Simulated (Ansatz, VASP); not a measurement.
## ZrN: VASP beside Ansatz

INCAR

```
PREC = Accurate
ENCUT = 600
EDIFF = 1E-6
ISMEAR = -1
SIGMA = 0.01
LREAL = False
LASPH = True
NELM = 120
ALGO = Normal
ISIF = 2
LWAVE = False
LCHARG = False
GGA = PE
NBANDS = 16
GGA_COMPAT = False
```

File KPOINTS:

```
regular mesh
0
Gamma
  9 9 9
```

File POSCAR:

```
ZrN
1.0
    0.0000000000      2.2379966444      2.2379966444
    2.2379966444      0.0000000000      2.2379966444
    2.2379966444      2.2379966444      0.0000000000
Zr N
1 1
Direct
    0.0000000000      0.0000000000      0.0000000000
    0.5000000000      0.5000000000      0.5000000000
```

Input for Ansatz:

```yaml
crystal:
  lattice:
    - [0.0, 2.2379966444, 2.2379966444]
    - [2.2379966444, 0.0, 2.2379966444]
    - [2.2379966444, 2.2379966444, 0.0]
  atoms:
    - { symbol: Zr, position: [0.0, 0.0, 0.0] }
    - { symbol: "N", position: [0.5, 0.5, 0.5] }
kpoints:
  mp_grid: { grid: [9, 9, 9] }
scf:
  occupations: { method: fermi_dirac, width: 0.01 }
hamiltonian:
  xc: pbe
  pseudopotentials: { kind: all_electron, lapw: { basis_error: 0.00025 } }
output:
  forces: true
  stress: true
  eigenvalues: true
```

Change from the starting cell: volume scaled by 0.9405.

Alike in both runs: task single point; functional PBE; k mesh 9 × 9 × 9; occupations fermi-dirac, width 0.01 eV; no spin polarisation.

|  | VASP | Ansatz |
| --- | --- | --- |
| version | VASP 6.6.1 | Ansatz 0.2.0 |
| potentials or method | VASP PAW PBE potentials, release 64 (Zr_sv, N), cutoff 600 eV | all-electron LAPW, scalar-relativistic |

|  | VASP | Ansatz | Ansatz less VASP |
| --- | --- | --- | --- |
| pressure (GPa) | 23.4 | 23.2 | -0.19 |

Ansatz ran all-electron here, and VASP with PAW potentials.
